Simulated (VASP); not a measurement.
# Mo3Pt (Pm-3m) in VASP: further runs, part 2 of 2

VASP 6.6.1. The steps go on from the part before.

## Step 6: Single point, LDA

Contents of INCAR:

```
SYSTEM = Mo3Pt
  PREC = Accurate
  ENCUT = 500
  EDIFF = 1E-6
  ISMEAR = 1
  SIGMA = 0.1
  LREAL = .FALSE.
  LASPH = .TRUE.
  NELM = 120
  ALGO = Normal
  ISIF = 2
  LWAVE = .FALSE.
  LCHARG = .FALSE.
  GGA = CA
  NBANDS = 38
  GGA_COMPAT = .FALSE.
```

Contents of KPOINTS:

```
Automatic mesh
0
G
  4 4 4
  0 0 0
```

Contents of POSCAR:

```
Mo3Pt
1.0
    3.9739840000      0.0000000000      0.0000000000
    0.0000000000      3.9739840000      0.0000000000
    0.0000000000      0.0000000000      3.9739840000
Mo Pt
3 1
Direct
    0.0000000000      0.5000000000      0.5000000000
    0.5000000000      0.0000000000      0.5000000000
    0.5000000000      0.5000000000      0.0000000000
    0.0000000000      0.0000000000      0.0000000000
```

Potentials or basis: VASP PAW LDA potentials, release 64 (Mo_sv, Pt_sv_GW).

Run with:

```
> cat potpaw_LDA.64/Mo_sv/POTCAR potpaw_LDA.64/Pt_sv_GW/POTCAR > POTCAR
> mpirun -np 1 vasp_std > vasp.out
```

OUTCAR:

```text
SYSTEM = Mo3Pt
   PREC = Accurate
   ENCUT = 500
   EDIFF = 1E-6
   ISMEAR = 1
   LREAL = .FALSE.
   LASPH = .TRUE.
   NELM = 120
   ISIF = 2
   GGA = CA

 ion  position               nearest neighbor table
   1  0.000  0.500  0.500-   2 2.81   3 2.81   4 2.81   3 2.81   4 2.81   2 2.81   4 2.81   4 2.81
                             2 2.81   3 2.81   3 2.81   2 2.81
   2  0.500  0.000  0.500-   1 2.81   3 2.81   4 2.81   3 2.81   4 2.81   1 2.81   3 2.81   3 2.81
                             1 2.81   4 2.81   4 2.81   1 2.81
   3  0.500  0.500  0.000-   1 2.81   2 2.81   4 2.81   1 2.81   2 2.81   2 2.81   4 2.81   2 2.81
                             1 2.81   4 2.81   1 2.81   4 2.81
   4  0.000  0.000  0.000-   1 2.81   2 2.81   3 2.81   1 2.81   2 2.81   1 2.81   3 2.81   1 2.81
                             2 2.81   3 2.81   2 2.81   3 2.81

  LATTYP: Found a simple cubic cell.
 ALAT       =     3.9739840000

  Lattice vectors:

 A1 = (   3.9739840000,   0.0000000000,   0.0000000000)
 A2 = (   0.0000000000,   3.9739840000,   0.0000000000)
 A3 = (   0.0000000000,   0.0000000000,   3.9739840000)

Analysis of symmetry for initial positions (statically):
=====================================================================
 Subroutine PRICEL returns:
 Original cell was already a primitive cell.

 Routine SETGRP: Setting up the symmetry group for a
 simple cubic supercell.

 Subroutine GETGRP returns: Found 48 space group operations
 (whereof 48 operations were pure point group operations)
 out of a pool of 48 trial point group operations.

The static configuration has the point symmetry O_h .

Analysis of symmetry for dynamics (positions and initial velocities):
=====================================================================
 Subroutine PRICEL returns:
 Original cell was already a primitive cell.

 Routine SETGRP: Setting up the symmetry group for a
 simple cubic supercell.

 Subroutine GETGRP returns: Found 48 space group operations
 (whereof 48 operations were pure point group operations)
 out of a pool of 48 trial point group operations.

The dynamic configuration has the point symmetry O_h .

 Subroutine INISYM returns: Found 48 space group operations
 (whereof 48 operations are pure point group operations),
 and found     1 'primitive' translations

----------------------------------------------------------------------------------------

                                     Primitive cell

  volume of cell :      62.7593

  direct lattice vectors                    reciprocal lattice vectors
     3.973984000  0.000000000  0.000000000     0.251636645  0.000000000  0.000000000
     0.000000000  3.973984000  0.000000000     0.000000000  0.251636645  0.000000000
     0.000000000  0.000000000  3.973984000     0.000000000  0.000000000  0.251636645

  length of vectors
     3.973984000  3.973984000  3.973984000     0.251636645  0.251636645  0.251636645

  position of ions in fractional coordinates (direct lattice)
     0.000000000  0.500000000  0.500000000
     0.500000000  0.000000000  0.500000000
     0.500000000  0.500000000  0.000000000
     0.000000000  0.000000000  0.000000000

  ion indices of the primitive-cell ions
   primitive index   ion index
                 1           1
                 2           2
                 3           3
[... 30 lines left out ...]
  0.000000  0.000000  0.000000      1.000000
  0.250000  0.000000  0.000000      6.000000
  0.500000  0.000000  0.000000      3.000000
  0.250000  0.250000  0.000000     12.000000
  0.500000  0.250000  0.000000     12.000000
  0.500000  0.500000  0.000000      3.000000
  0.250000  0.250000  0.250000      8.000000
  0.500000  0.250000  0.250000     12.000000
  0.500000  0.500000  0.250000      6.000000
  0.500000  0.500000  0.500000      1.000000
   k-points           NKPTS =     10   k-points in BZ     NKDIM =     10   number of bands    NBANDS=     38
   number of dos      NEDOS =    301   number of ions     NIONS =      4
   total plane-waves  NPLWV =  27000
   dimension x,y,z NGX =    30 NGY =   30 NGZ =   30
   dimension x,y,z NGXF=    60 NGYF=   60 NGZF=   60
   ions per type =               3   1
   NGX,Y,Z   is equivalent  to a cutoff of  12.55, 12.55, 12.55 a.u.
   NGXF,Y,Z  is equivalent  to a cutoff of  25.10, 25.10, 25.10 a.u.
 SYSTEM =  Mo3Pt
   PREC   = accura    normal or accurate (medium, high low for compatibility)
   ISTART =      0    job   : 0-new  1-cont  2-samecut
   ICHARG =      2    charge: 1-file 2-atom 10-const
   ISPIN  =      1    spin polarized calculation?
   LNONCOLLINEAR =      F non collinear calculations
   LSORBIT =      F    spin-orbit coupling
   LASPH  =      T    aspherical Exc in radial PAW
   ENCUT  =  500.0 eV  36.75 Ry    6.06 a.u.   7.25  7.25  7.25*2*pi/ulx,y,z
   NELM   =    120;   NELMIN=  2; NELMDL= -5     # of ELM steps
   EDIFF  = 0.1E-05   stopping-criterion for ELM
   LREAL  =      F    real-space projection
   EDIFFG = 0.1E-04   stopping-criterion for IOM
   NSW    =      0    number of steps for IOM
   IBRION =     -1    ionic relax: 0-MD 1-quasi-New 2-CG
   NFREE  =      0    steps in history (QN), initial steepest desc. (CG)
   ISIF   =      2    stress and relaxation
   ISYM   =      2    0-nonsym 1-usesym 2-fastsym
   POTIM  = 0.5000    time-step for ionic-motion
   TEBEG  =    0.0;   TEEND  =   0.0 temperature during run
   PSTRESS=    0.0 pullay stress
   NELECT =      60.0000    total number of electrons
   NUPDOWN=      -1.0000    fix difference up-down
   EMIN   =  10.00;   EMAX   =-10.00  energy-range for DOS
   EFERMI =   0.00;   METHOD = LEGACY
   ISMEAR =     1;   SIGMA  =   0.10  broadening in eV -4-tet -1-fermi 0-gaus
   EFERMI_NEDOS =   21; number of points for ismear=-14 and -15
   IALGO  =     38    algorithm
   IMIX   =      4    mixing-type and parameters
     AMIX     =   0.40;   BMIX     =  1.00
     AMIX_MAG =   1.60;   BMIX_MAG =  1.00
  volume/ion in A,a.u.               =      15.69       105.88
  Fermi-wavevector in a.u.,A,eV,Ry     =   1.612745  3.047647 35.388040  2.600948
  Thomas-Fermi vector in A             =   2.707926
   LORBIT       =      0    0 simple, 1 ext, 2 COOP (PROOUT), +10 PAW based schemes
   GGA     = CA    functional components
   LHFCALC =     F    Hartree Fock is set to
   AEXX    =    0.0000 exact exchange contribution
   IVDW    =     0    specifies the selected vdW correction
   LEPSILON=     F    determine dielectric tensor
   LRPA    =     F    only Hartree local field effects (RPA)
 non-spin polarized calculation
 Methfessel and Paxton  Order N= 1 SIGMA  =   0.10
  energy-cutoff  :      500.00
  volume of cell :       62.76
 maximum number of plane-waves:      1622
 NGX is ok and might be reduce to    30
   NGX = 15   NGY = 15   NGZ = 15

 number of electron      60.0000018 magnetization

 Free energy of the ion-electron system (eV)
  ---------------------------------------------------
  ext. energy  EPLUGINS =         0.00000000
  ---------------------------------------------------
  free energy    TOTEN  =       -44.07751830 eV

  energy without entropy =      -44.07496021  energy(sigma->0) =      -44.07666560

 E-fermi :  11.6212     XC(G=0): -13.7157

 val. band max:       11.6056284860   @ k =   0.5000   0.2500   0.0000
 cond. band min:      11.7765300136   @ k =   0.2500   0.0000   0.0000
 fundamental gap:      0.1709015276
 Fermi energy:        11.6212142228

 k-point     1 :       0.0000    0.0000    0.0000
  band No.  band energies     occupation
      1     -86.9888      2.00000
      2     -48.9757      2.00000
      3     -48.7286      2.00000
      4     -48.7286      2.00000
      5     -41.4078      2.00000
      6     -41.4078      2.00000
[... 399 lines left out ...]
     37      14.3225      0.00000
     38      15.5301      0.00000

------------------------ aborting loop because EDIFF is reached ----------------------------------------

  FORCE on cell =-STRESS in cart. coord.  units (eV):
  Direction    XX          YY          ZZ          XY          YZ          ZX
  --------------------------------------------------------------------------------------
  -------------------------------------------------------------------------------------
  Total       -5.6246140     -5.6246140     -5.6246140     -0.0000000     -0.0000000     -0.0000000
  in kB     -143.5902542   -143.5902542   -143.5902542     -0.0000000     -0.0000000     -0.0000000
  external PRESSURE =    -143.5902542 kB  Pullay stress =       0.0000000 kB

 VOLUME and BASIS-vectors are now :
 -----------------------------------------------------------------------------
  energy-cutoff  :      500.00
  volume of cell :       62.76
      direct lattice vectors                 reciprocal lattice vectors
     3.973984000  0.000000000  0.000000000     0.251636645  0.000000000  0.000000000
     0.000000000  3.973984000  0.000000000     0.000000000  0.251636645  0.000000000
     0.000000000  0.000000000  3.973984000     0.000000000  0.000000000  0.251636645

 POSITION                                       TOTAL-FORCE (eV/Angst)
 -----------------------------------------------------------------------------------
      0.00000      1.98699      1.98699         0.000000      0.000000      0.000000
      1.98699      0.00000      1.98699         0.000000      0.000000      0.000000
      1.98699      1.98699      0.00000         0.000000      0.000000      0.000000
      0.00000      0.00000      0.00000         0.000000      0.000000      0.000000
 -----------------------------------------------------------------------------------
    total drift:                                0.000000      0.000000     -0.000000

  FREE ENERGIE OF THE ION-ELECTRON SYSTEM (eV)
  ---------------------------------------------------
  free  energy   TOTEN  =       -44.0775183004 eV

  energy  without entropy=      -44.0749602068  energy(sigma->0) =      -44.07666560
```

stdout:

```text
POSCAR found type information on POSCAR MoPt
 POSCAR found :  2 types and       4 ions
 scaLAPACK will be used
 LDA part: xc-table for (Slater(with rela. corr.)+CA(PZ))
 , standard interpolation
 POSCAR, INCAR and KPOINTS ok, starting setup
 FFT: planning ... GRIDC
 FFT: planning ... GRID_SOFT
 FFT: planning ... GRID
 WAVECAR not read
 entering main loop
```

It used 57 s of CPU time on 1 thread of AMD EPYC 7R13 Processor (Zen 3), on a shared host.

What came out:

- Free energy: -44.0775 eV
- Pressure: -14.4 GPa
- Band gap on the k mesh: zero (band 30 reaches 14.28 eV, above the bottom of band 31 at 10.71 eV)

Levels at points of the mesh, in eV from the Fermi level:
| k point | band 27 | band 28 | band 29 | band 30 | band 31 | band 32 | band 33 | band 34 |
| --- | --- | --- | --- | --- | --- | --- | --- | --- |
| (0.00, 0.00, 0.00) | 0.16 | 0.16 | 2.66 | 2.66 | 2.66 | 2.97 | 2.97 | 3.25 |
| (0.50, 0.00, 0.00) | -2.31 | -0.22 | -0.07 | -0.07 | 0.57 | 0.87 | 0.98 | 0.98 |
| (0.50, 0.50, 0.00) | -2.06 | -2.06 | -1.97 | 0.27 | 0.27 | 0.37 | 0.37 | 0.37 |
| (0.50, 0.50, 0.50) | -1.13 | -1.13 | 0.71 | 0.71 | 0.71 | 1.65 | 2.39 | 2.39 |

Caveat: the k points lie up to 0.40 Å⁻¹ apart; spin-orbit coupling is left out, which moves the levels of the heavy elements.

## Step 7: Overview

```csv
potentials or basis,k mesh,cutoff (eV),second run,gap on the mesh (eV),pressure (GPa)
"VASP PAW LDA potentials, release 64 (Mo_sv, Pt)",2 × 2 × 2,520,-,none,-9.3
"VASP PAW LDA potentials, release 64 (Mo_sv, Pt)",3 × 3 × 3,520,-,none,-14.3
"VASP PAW LDA potentials, release 64 (Mo_sv, Pt)",4 × 4 × 4,520,-,none,-13.6
"VASP PAW LDA potentials, release 64 (Mo_sv, Pt)",6 × 6 × 6,520,-,none,-13.8
"VASP PAW LDA potentials, release 64 (Mo_sv, Pt_sv_GW)",4 × 4 × 4,500,valence_matched,none,-14.4
```

Alike in all rows: task single point; level LDA; no spin polarisation; cell as given; smearing methfessel-paxton 0.1 eV.

Caveats: some runs use coarse meshes; spin-orbit coupling is left out, which moves the levels of the heavy elements.

Total energies depend on the potentials used, so only differences within one code and one set of settings carry meaning.
